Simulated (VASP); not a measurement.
## Mo: single point with LDA

The system is Mo.

```xyz
1
Lattice="-1.5139 1.5139 1.5139 1.5139 -1.5139 1.5139 1.5139 1.5139 -1.5139" Properties=species:S:1:pos:R:3 pbc="T T T"
Mo    0.0000    0.0000    0.0000
```

This cell differs from its parent crystal: volume scaled by 0.92.

- Program: VASP 6.6.1
- Task: single point
- Functional: LDA
- Potentials or basis: VASP PAW LDA potentials, release 64 (Mo_sv)
- Cutoff: 520 eV
- k mesh: 23 × 23 × 23
- Occupations: fermi-dirac, width 0.1 eV
- Spin: no spin polarisation

| Property | Result |
| --- | --- |
| Pressure | 29.8 GPa |
| Band gap on the k mesh | zero (band 7 reaches 19.07 eV, above the bottom of band 8 at 12.86 eV) |

Levels at points of the mesh, in eV from the Fermi level:
```
           k point  band 3  band 4  band 5  band 6  band 7  band 8  band 9  band 10  band 11  band 12
(0.00, 0.00, 0.00)  -34.13  -34.13   -7.60   -1.67   -1.67   -1.67    1.81     1.81    14.93    14.93
```

Run time: 72 s on 1 thread of Intel Xeon 8259CL, with other jobs on the host, peak memory 0.17 GiB.
